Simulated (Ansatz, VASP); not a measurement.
P in VASP and in Ansatz

Contents of INCAR:

```
SYSTEM = P
ALGO = Normal ; EDIFF = 1E-6
ENCUT = 500 ; GGA = PS
GGA_COMPAT = .FALSE. ; ISIF = 2
ISMEAR = -1 ; LASPH = .TRUE.
LCHARG = .FALSE. ; LREAL = .FALSE.
LWAVE = .FALSE. ; NBANDS = 8
NELM = 120 ; PREC = Accurate
SIGMA = 0.1
```

The input KPOINTS:

```
k-points
0
G
  15 15 15
  0 0 0
```

File POSCAR:

```
P
1.0
    2.4164520610      0.0000000000      0.0000000000
    0.0000000000      2.4164520610      0.0000000000
    0.0000000000      0.0000000000      2.4164520610
P
1
Direct
    0.0000000000      0.0000000000      0.0000000000
```

Input for Ansatz:

```yaml
crystal:
  lattice:
    - [2.416452061, 0.0, 0.0]
    - [0.0, 2.416452061, 0.0]
    - [0.0, 0.0, 2.416452061]
  atoms:
    - { symbol: P, position: [0.0, 0.0, 0.0] }
hamiltonian:
  xc: pbesol
  pseudopotentials:
    kind: paw
    azcp:
      P: "pseudopotentials/P.paw.azcp"
basis:
  ecutwfc: 420
  fft_grid_basis: typed
kpoints:
  mp_grid: { grid: [15, 15, 15], shift: [0, 0, 0] }
magnetization:
  spin_polarized: false
scf:
  occupations: { method: fermi_dirac, width: 0.1 }
  lower_state_search: "off"
output:
  stress: true
```

Alike in both runs: task single point; functional PBEsol; k mesh 15 × 15 × 15; occupations fermi-dirac, width 0.1 eV; no spin polarisation.

|  | VASP | Ansatz |
| --- | --- | --- |
| version | VASP 6.6.1 | Ansatz 0.2.0 |
| potentials or method | VASP PAW PBE potentials, release 64 (P), cutoff 500 eV | plane waves (420 eV) with PAW, scalar-relativistic |
| valence electrons in the cell | 5 | 5 |

```csv
,VASP,Ansatz,Ansatz less VASP
pressure (GPa),1.1,1.0,-0.10
```

VASP's potentials were made for PBE, not for PBEsol, and Ansatz warns of the same on its side.
